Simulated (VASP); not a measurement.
CdS, 2 atoms in the cell. It takes space group R3m (No. 160, trigonal). The conventional cell has a = 3.990 Å, b = 3.990 Å, c = 10.553 Å, α = 90.00°, β = 90.00°, γ = 120.00°. Within 3.3 Å of Cd (site symmetry 3m) lie 4 S at 2.51 to 2.52 Å. Within 3.3 Å of S (site symmetry 3m) lie 4 Cd at 2.51 to 2.52 Å.  This cell differs from its parent crystal: epitaxial 111 strain -4.0%.

* Program: VASP 6.6.1
* Task: single point
* Functional: r2SCAN
* Potentials or basis: VASP PAW PBE potentials, release 64 (Cd, S)
* Cutoff: 520 eV
* k mesh: 8 × 8 × 8
* Occupations: gaussian, width 0.01 eV
* Spin: no spin polarisation
* Dipole correction: no
* Further INCAR settings: ALGO = Normal; EDIFF = 1e-07; NBANDS = 16

Potentials or basis: VASP PAW PBE potentials, release 64 (Cd, S).

Run with:

```bash
$ cat potpaw_PBE.64/Cd/POTCAR potpaw_PBE.64/S/POTCAR > POTCAR
$ cp INCAR.step1 INCAR
$ mpirun -np 1 vasp_std > vasp.out
$ cp INCAR.step2 INCAR
$ mpirun -np 1 vasp_std > vasp.out
```

Hardware: 1 thread of Intel(R) Xeon(R) Platinum 8488C (Sapphire Rapids), on a shared host.

Estimate the wall time of this run.

It took 98 s on 1 thread of Intel(R) Xeon(R) Platinum 8488C (Sapphire Rapids), on a shared host, peak memory 0.21 GiB. Counts: k points 65.
